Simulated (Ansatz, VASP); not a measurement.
SiO2 in VASP and in Ansatz

```xyz
6
Lattice="4.3055 0.0000 0.0000 0.0000 4.3055 0.0000 0.0000 0.0000 2.6678" Properties=species:S:1:pos:R:3 pbc="T T T"
Si    0.0000    0.0000    0.0000
Si    2.1528    2.1528    1.3339
O     1.3205    1.3205    0.0000
O     0.8323    3.4732    1.3339
O     2.9850    2.9850    0.0000
O     3.4732    0.8323    1.3339
```

Change from the starting cell: equal xx and yy strain of +3 %.

Alike in both runs: task single point; functional PBE; k mesh 6 × 6 × 9; occupations fermi-dirac, width 0.03 eV; no spin polarisation.

```csv
,VASP,Ansatz
version,VASP 6.6.1,Ansatz 0.2.0
potentials or method,"VASP PAW PBE potentials, release 64 (Si, O), cutoff 600 eV","all-electron LAPW, scalar-relativistic"
```

```tsv
	VASP	Ansatz	Ansatz less VASP
gap on the k mesh at the Fermi level (eV)	4.69	4.72	+0.029
pressure (GPa)	-6.0	-5.7	+0.25
traceless stress, the component that is largest in VASP (GPa)	6.53	6.11	-0.427
rms of the force components (eV/Å)	0.183	0.194	+0.0105
```

Atom by atom the forces differ by 0.011 eV/Å (rms over components). Ansatz ran all-electron here, and VASP with PAW potentials.
